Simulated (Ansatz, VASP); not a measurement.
Two plane-wave programs on ZnCd2Se3

```
Zn Cd Se
1.0
     2.14290   -3.70764   -0.00190
    -6.39317   -3.68758    0.01005
     0.01571    0.00266  -10.49209
Zn Cd Se
2 4 6
Direct
  0.00034 0.00050 0.33277
  0.50045 0.50060 0.33270
  0.49991 0.83292 0.00930
  0.99948 0.33286 0.00929
  0.99952 0.66656 0.66098
  0.50044 0.16654 0.66081
  0.50034 0.83350 0.26391
  0.00035 0.33349 0.26394
  0.00028 0.00006 0.56830
  0.49951 0.50012 0.56830
  0.99984 0.66639 0.91489
  0.49954 0.16645 0.91484
```

Change from the starting cell: cell x2, atoms moved at random (sigma 0.05 Å) and cell strained at random (1.5 %), then relaxed without symmetry.

Alike in both runs: functional PBE; k mesh 4 × 2 × 2; occupations gaussian, width 0.1 eV; no spin polarisation.

Ansatz relaxed the structure, and its values are those at the end. VASP's run is a single point on that final structure, the one shown.

|  | VASP | Ansatz |
| --- | --- | --- |
| version | VASP 6.6.1 | Ansatz 0.2.0 |
| potentials or method | VASP PAW PBE potentials, release 64 (Zn, Cd, Se), cutoff 520 eV | scalar-relativistic, plane waves, PAW |
| valence electrons in the cell | 108 | 200 |

```tsv
	VASP	Ansatz	Ansatz less VASP
gap on the k mesh at the Fermi level (eV)	0.54	0.54	+0.002
least direct gap on the mesh (eV)	0.54	0.54	+0.002
pressure (GPa)	0.3	0.0	-0.25
rms of the force components (eV/Å)	0.009	0.006	-0.0030
```

VASP's potentials hold 108 valence electrons a cell and Ansatz's 200, so a difference there can come from the potentials and not from the codes.

The k mesh is coarse, so the values compare programs but aren't converged.
